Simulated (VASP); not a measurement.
Bi, 2 atoms in the cell. The structure is hexagonal, space group P6_3/mmc (No. 194). Conventional cell: a = 3.167 Å, b = 3.167 Å, c = 5.417 Å, α = 90.00°, β = 90.00°, γ = 120.00°. Bi (site symmetry -6m2) has 12 Bi at 3.17 to 3.27 Å within 4.2 Å. This isn't the form of Bi at room conditions, which is rhombohedral.

```yaml
Program: VASP 6.6.1
Task: relaxation of shape and atoms at fixed volume
Functional: PBEsol
Potentials_or_basis: VASP PAW PBE potentials, release 64 (Bi_d)
Cutoff: 600 eV
k_mesh: 12 × 12 × 7
Occupations: fermi-dirac, width 0.1 eV
Spin: no spin polarisation
Dipole_correction: no
Further_INCAR_settings: ALGO = Normal; EDIFF = 1e-06; IBRION = 2; EDIFFG = -0.005; NSW = 50; ISIF = 4
```

Potentials or basis: VASP PAW PBE potentials, release 64 (Bi_d).

Command:

```sh
$ cat potpaw_PBE.64/Bi_d/POTCAR > POTCAR
$ mpirun -np 1 vasp_std > vasp.out
```

Hardware: 1 thread of Intel Xeon 8259CL, on a shared host.

Question: How long does it take, and how much memory?

Answer: Wall time 7.5 min on 1 thread of Intel Xeon 8259CL, on a shared host, peak memory 0.24 GiB. Counts: scf iterations 44, k points 76, ion steps 6.
